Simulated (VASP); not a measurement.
# Sb (P-1) in VASP: single point with PBEsol

Aim: the single point of Sb with PBEsol.

Everything below comes from runs of VASP 6.6.1. Logs are shortened: lines on timing, memory, paths and dates and some standing lists are left out, and cuts for length are marked.

## Step 1: The cell of the first run

The typed cell holds 2 atoms: a = 4.493 Å, b = 4.493 Å, c = 4.493 Å, α = 57.20°, β = 57.20°, γ = 57.20°.

## Step 2: Single point, PBEsol (atom 1 (Sb) moved by (-0.450, +0.225) A along x and z)

The input, INCAR:

```
PREC = Accurate
ENCUT = 520
EDIFF = 1E-6
ISMEAR = 0
SIGMA = 0.15
LREAL = F
LASPH = T
NELM = 60
ALGO = Normal
ISIF = 2
LWAVE = F
LCHARG = F
GGA = PS
NBANDS = 12
```

The input, KPOINTS:

```
Automatic mesh
0
Gamma
  12 12 12
```

The input, POSCAR:

```
Sb
1.0
    2.1506003320      1.2416496806      3.7440000000
   -2.1506003320      1.2416496806      3.7440000000
    0.0000000000     -2.4832993611      3.7440000000
Sb
2
Direct
    0.1490501015      0.3582940011      0.2536720513
    0.7663600000      0.7663600000      0.7663600000
```

Potentials or basis: VASP PAW PBE potentials, release 64 (Sb).

Run with:

```console
> cat potpaw_PBE.64/Sb/POTCAR > POTCAR
> mpirun -np 1 vasp_std > vasp.out
```

OUTCAR:

```text
PREC = Accurate
   ENCUT = 520
   EDIFF = 1E-6
   ISMEAR = 0
   LREAL = F
   LASPH = T
   NELM = 60
   ISIF = 2
   GGA = PS

 ion  position               nearest neighbor table
   1  0.149  0.358  0.254-   2 2.72   2 2.91   2 3.06   2 3.23   2 3.36   2 3.52
   2  0.766  0.766  0.766-   1 2.72   1 2.91   1 3.06   1 3.23   1 3.36   1 3.52

  LATTYP: Found a trigonal (rhomboedric) cell.
 ALAT       =     4.4926953733
 COS(alpha) =     0.5417151843

  Lattice vectors:

 A1 = (   2.1506003320,   1.2416496806,   3.7440000000)
 A2 = (  -2.1506003320,   1.2416496806,   3.7440000000)
 A3 = (   0.0000000000,  -2.4832993611,   3.7440000000)

Analysis of symmetry for initial positions (statically):
=====================================================================
 Subroutine PRICEL returns:
 Original cell was already a primitive cell.

 Routine SETGRP: Setting up the symmetry group for a
 trigonal (rhombohedral) supercell.

 Subroutine GETGRP returns: Found  2 space group operations
 (whereof  1 operations were pure point group operations)
 out of a pool of 12 trial point group operations.

The static configuration has the point symmetry C_1 .
 The point group associated with its full space group is S_2 .

Analysis of symmetry for dynamics (positions and initial velocities):
=====================================================================
 Subroutine PRICEL returns:
 Original cell was already a primitive cell.

 Routine SETGRP: Setting up the symmetry group for a
 trigonal (rhombohedral) supercell.

 Subroutine GETGRP returns: Found  2 space group operations
 (whereof  1 operations were pure point group operations)
 out of a pool of 12 trial point group operations.

The dynamic configuration has the point symmetry C_1 .
 The point group associated with its full space group is S_2 .

 Subroutine INISYM returns: Found  2 space group operations
 (whereof  1 operations are pure point group operations),
 and found     1 'primitive' translations

----------------------------------------------------------------------------------------

                                     Primitive cell

  volume of cell :      59.9854

  direct lattice vectors                    reciprocal lattice vectors
     2.150600332  1.241649681  3.744000000     0.232493222  0.134230024  0.089031339
    -2.150600332  1.241649681  3.744000000    -0.232493222  0.134230024  0.089031339
     0.000000000 -2.483299361  3.744000000     0.000000000 -0.268460048  0.089031339

  length of vectors
     4.492695373  4.492695373  4.492695373     0.282838075  0.282838075  0.282838075

  position of ions in fractional coordinates (direct lattice)
     0.149050102  0.358294001  0.253672051
     0.766360000  0.766360000  0.766360000

  ion indices of the primitive-cell ions
   primitive index   ion index
                 1           1
                 2           2

----------------------------------------------------------------------------------------

 KPOINTS: Automatic mesh

Automatic generation of k-mesh.
 Grid dimensions read from file:
 generate k-points for:   12   12   12

 Generating k-lattice:

  Cartesian coordinates                     Fractional coordinates (reciprocal lattice)
     0.019374435  0.011185835  0.007419278     0.083333333  0.000000000  0.000000000
    -0.019374435  0.011185835  0.007419278     0.000000000  0.083333333  0.000000000
     0.000000000 -0.022371671  0.007419278     0.000000000  0.000000000  0.083333333

  Length of vectors
     0.023569840  0.023569840  0.023569840

  Shift w.r.t. Gamma in fractional coordinates (k-lattice)
     0.000000000  0.000000000  0.000000000

 Subroutine IBZKPT returns following result:
 ===========================================

 Found    868 irreducible k-points:

 Following reciprocal coordinates:
            Coordinates               Weight
  0.000000  0.000000  0.000000      1.000000
  0.083333  0.000000 -0.000000      2.000000
  0.000000  0.083333 -0.000000      2.000000
  0.000000  0.000000  0.083333      2.000000
  0.166667  0.000000  0.000000      2.000000
  0.000000  0.166667  0.000000      2.000000
[... 16 lines left out ...]
  0.166667  0.083333  0.000000      2.000000
 -0.166667 -0.000000 -0.083333      2.000000
 [... further k-points ...]
   k-points           NKPTS =    868   k-points in BZ     NKDIM =    868   number of bands    NBANDS=     12
   number of dos      NEDOS =    301   number of ions     NIONS =      2
   total plane-waves  NPLWV =  46656
   dimension x,y,z NGX =    36 NGY =   36 NGZ =   36
   dimension x,y,z NGXF=    72 NGYF=   72 NGZF=   72
   ions per type =               2
   NGX,Y,Z   is equivalent  to a cutoff of  13.32, 13.32, 13.32 a.u.
   NGXF,Y,Z  is equivalent  to a cutoff of  26.64, 26.64, 26.64 a.u.
 SYSTEM =  unknown system
   PREC   = accura    normal or accurate (medium, high low for compatibility)
   ISTART =      0    job   : 0-new  1-cont  2-samecut
   ICHARG =      2    charge: 1-file 2-atom 10-const
   ISPIN  =      1    spin polarized calculation?
   LNONCOLLINEAR =      F non collinear calculations
   LSORBIT =      F    spin-orbit coupling
   LASPH  =      T    aspherical Exc in radial PAW
   ENCUT  =  520.0 eV  38.22 Ry    6.18 a.u.   8.35  8.35  8.35*2*pi/ulx,y,z
   NELM   =     60;   NELMIN=  2; NELMDL= -5     # of ELM steps
   EDIFF  = 0.1E-05   stopping-criterion for ELM
   LREAL  =      F    real-space projection
   EDIFFG = 0.1E-04   stopping-criterion for IOM
   NSW    =      0    number of steps for IOM
   IBRION =     -1    ionic relax: 0-MD 1-quasi-New 2-CG
   NFREE  =      0    steps in history (QN), initial steepest desc. (CG)
   ISIF   =      2    stress and relaxation
   ISYM   =      2    0-nonsym 1-usesym 2-fastsym
   POTIM  = 0.5000    time-step for ionic-motion
   TEBEG  =    0.0;   TEEND  =   0.0 temperature during run
   PSTRESS=    0.0 pullay stress
   NELECT =      10.0000    total number of electrons
   NUPDOWN=      -1.0000    fix difference up-down
   EMIN   =  10.00;   EMAX   =-10.00  energy-range for DOS
   EFERMI =   0.00;   METHOD = LEGACY
   ISMEAR =     0;   SIGMA  =   0.15  broadening in eV -4-tet -1-fermi 0-gaus
   EFERMI_NEDOS =   21; number of points for ismear=-14 and -15
   IALGO  =     38    algorithm
   IMIX   =      4    mixing-type and parameters
     AMIX     =   0.40;   BMIX     =  1.00
     AMIX_MAG =   1.60;   BMIX_MAG =  1.00
  volume/ion in A,a.u.               =      29.99       202.40
  Fermi-wavevector in a.u.,A,eV,Ry     =   0.901003  1.702649 11.045295  0.811806
  Thomas-Fermi vector in A             =   2.024030
   LORBIT       =      0    0 simple, 1 ext, 2 COOP (PROOUT), +10 PAW based schemes
   GGA     = PS    functional components
   LHFCALC =     F    Hartree Fock is set to
   AEXX    =    0.0000 exact exchange contribution
   IVDW    =     0    specifies the selected vdW correction
   LEPSILON=     F    determine dielectric tensor
   LRPA    =     F    only Hartree local field effects (RPA)
 non-spin polarized calculation
 Gauss-broadening in eV      SIGMA  =   0.15
  energy-cutoff  :      520.00
  volume of cell :       59.99
 maximum number of plane-waves:      1627
 NGX is ok and might be reduce to    36
   NGX = 17   NGY = 17   NGZ = 17

 number of electron      10.0000000 magnetization

 Free energy of the ion-electron system (eV)
  ---------------------------------------------------
  ext. energy  EPLUGINS =         0.00000000
  ---------------------------------------------------
  free energy    TOTEN  =        -8.95688417 eV

  energy without entropy =       -8.95181619  energy(sigma->0) =       -8.95435018

 E-fermi :   6.9601     XC(G=0):  -9.6910

 val. band max:        6.9499879464   @ k =  -0.4167   0.0833   0.0833
 cond. band min:       6.9629284255   @ k =   0.2500   0.3333   0.2500
 fundamental gap:      0.0129404791
 Fermi energy:         6.9600740181

 k-point     1 :       0.0000    0.0000    0.0000
  band No.  band energies     occupation
      1      -5.6334      2.00000
      2       2.4920      2.00000
      3       4.5303      2.00000
      4       5.5578      2.00000
      5       5.9379      2.00000
      6       9.0196      0.00000
      7       9.2357      0.00000
      8      10.5970      0.00000
      9      11.6314      0.00000
     10      12.6844      0.00000
     11      13.0398      0.00000
     12      13.5992      0.00000

 k-point     2 :       0.0833    0.0000   -0.0000
  band No.  band energies     occupation
      1      -5.5630      2.00000
      2       2.1876      2.00000
      3       4.5726      2.00000
      4       5.5524      2.00000
      5       5.9744      2.00000
      6       8.9496      0.00000
      7       9.0773      0.00000
      8      10.2803      0.00000
      9      11.7508      0.00000
     10      12.4649      0.00000
     11      12.6193      0.00000
     12      14.2908      0.00000

 k-point     3 :       0.0000    0.0833   -0.0000
  band No.  band energies     occupation
      1      -5.5599      2.00000
      2       2.1591      2.00000
      3       4.5318      2.00000
      4       5.6652      2.00000
      5       5.9301      2.00000
      6       8.8987      0.00000
      7       9.1995      0.00000
      8      10.3137      0.00000
      9      11.6583      0.00000
     10      12.2319      0.00000
     11      12.8109      0.00000
     12      14.2531      0.00000
[... 286 lines left out ...]
 k-point    23 :       0.1667    0.0833    0.0000
  band No.  band energies     occupation
      1      -5.3781      2.00000
      2       1.5629      2.00000
      3       4.3445      2.00000
      4       5.2720      2.00000
      5       6.7698      1.92712
      6       7.9303      0.00000
      7       8.9591      0.00000
      8      10.4455      0.00000
      9      12.0380      0.00000
     10      12.2809      0.00000
     11      12.8612      0.00000
     12      14.8380      0.00000

 k-point    24 :      -0.1667   -0.0000   -0.0833
  band No.  band energies     occupation
      1      -5.3724      2.00000
      2       1.4625      2.00000
      3       4.6381      2.00000
      4       5.2840      2.00000
      5       6.2781      2.00000
      6       8.4594      0.00000
      7       9.3699      0.00000
      8       9.7055      0.00000
      9      11.4098      0.00000
     10      12.7434      0.00000
     11      13.1890      0.00000
     12      14.7060      0.00000

 [... further k-points ...]
[... 5 lines left out ...]
  --------------------------------------------------------------------------------------
  -------------------------------------------------------------------------------------
  Total        1.7081288      0.1407294      0.0122601     -0.4376505     -0.9016090      0.8581935
  in kB       45.6231546      3.7588019      0.3274599    -11.6893972    -24.0814677     22.9218631
  external PRESSURE =      16.5698054 kB  Pullay stress =       0.0000000 kB

 VOLUME and BASIS-vectors are now :
 -----------------------------------------------------------------------------
  energy-cutoff  :      520.00
  volume of cell :       59.99
      direct lattice vectors                 reciprocal lattice vectors
     2.150600332  1.241649681  3.744000000     0.232493222  0.134230024  0.089031339
    -2.150600332  1.241649681  3.744000000    -0.232493222  0.134230024  0.089031339
     0.000000000 -2.483299361  3.744000000     0.000000000 -0.268460048  0.089031339

 POSITION                                       TOTAL-FORCE (eV/Angst)
 -----------------------------------------------------------------------------------
     -0.45000      0.00000      2.84924         1.098242     -0.257479      0.447474
      0.00000      0.00000      8.60776        -1.098242      0.257479     -0.447474
 -----------------------------------------------------------------------------------
    total drift:                                0.000000     -0.000000     -0.000000

  FREE ENERGIE OF THE ION-ELECTRON SYSTEM (eV)
  ---------------------------------------------------
  free  energy   TOTEN  =        -8.9568841737 eV

  energy  without entropy=       -8.9518161941  energy(sigma->0) =       -8.95435018
```

Run time: 9.1 min. Hardware: 1 thread of Intel Xeon Platinum 8259CL at 2.50GHz (Skylake/Cascade Lake), shared host; peak memory 0.62 GiB.

Results:

```
Free energy            : -8.9569 eV
Pressure               : 1.7 GPa
Largest force          : 1.214 eV/Å
Band gap on the k mesh : zero (band 5 reaches 7.36 eV, above the bottom of band 6 at 6.43 eV)
```

Forces in eV/Å, atoms in the order of the input:
```
Sb   1.098 -0.257  0.447
Sb  -1.098  0.257 -0.447
```

Stress tensor (GPa, compression positive):
```
 4.56 -1.17  2.29
-1.17  0.38 -2.41
 2.29 -2.41  0.03
```

Levels at points of the mesh, in eV from the Fermi level:
| k point | band 3 | band 4 | band 5 | band 6 | band 7 | band 8 |
| --- | --- | --- | --- | --- | --- | --- |
| (0.00, 0.00, 0.00) | -2.43 | -1.40 | -1.02 | 2.06 | 2.28 | 3.64 |
| (0.50, 0.00, 0.00) | -2.12 | -1.13 | -0.83 | -0.53 | 0.86 | 1.09 |
| (0.00, 0.50, 0.00) | -2.35 | -0.98 | -0.71 | -0.18 | 0.91 | 1.06 |
| (0.00, 0.00, 0.50) | -1.80 | -1.70 | -0.38 | -0.04 | 0.88 | 1.37 |
| (0.50, 0.50, 0.00) | -5.51 | -4.02 | -2.80 | 1.14 | 5.64 | 6.17 |
| (0.50, 0.00, 0.50) | -4.66 | -3.82 | -3.19 | 1.80 | 5.35 | 5.54 |
| (0.00, 0.50, 0.50) | -5.16 | -3.55 | -3.28 | 1.35 | 5.50 | 5.93 |
| (0.50, 0.50, 0.50) | -1.62 | -1.11 | 0.15 | 0.47 | 1.33 | 1.54 |

Caveat: the cell differs from its parent crystal (atom 1 (Sb) moved by (-0.450, +0.225) A along x and z); the PAW data sets were made with another functional, which shifts forces and pressure a little; spin-orbit coupling is left out, which moves the levels of the heavy elements.
